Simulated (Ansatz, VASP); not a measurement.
**Ta in VASP and in Ansatz**

```
Ta
1.0
    -1.65500    1.65500    1.65500
     1.65500   -1.65500    1.65500
     1.65500    1.65500   -1.65500
Ta
1
Direct
  0.00000 0.00000 0.00000
```

Alike in both runs: task relaxation of cell and atoms; functional PBE; k mesh 23 × 23 × 23; no spin polarisation.

|  | VASP | Ansatz |
| --- | --- | --- |
| version | VASP 6.6.1 | Ansatz 0.2.0 |
| potentials or method | VASP PAW PBE potentials, release 64 (Ta_pv) | plane-wave PAW, scalar-relativistic |
| plane-wave cutoff (eV) | 600 | 420 |
| occupations | methfessel-paxton of order 1, width 0.1 eV | cold, width 0.1 eV |
| valence electrons in the cell | 11 | 13 |

```tsv
	VASP	Ansatz	Ansatz less VASP
relaxed volume (Å³/atom)	18.29	18.29	-0.008
relaxed cell length with the largest relative difference (Å)	2.875	2.875	-0.0004
```

VASP's potentials hold 11 valence electrons a cell and Ansatz's 13, so a difference there can come from the potentials and not from the codes.

Spin-orbit coupling is off throughout.
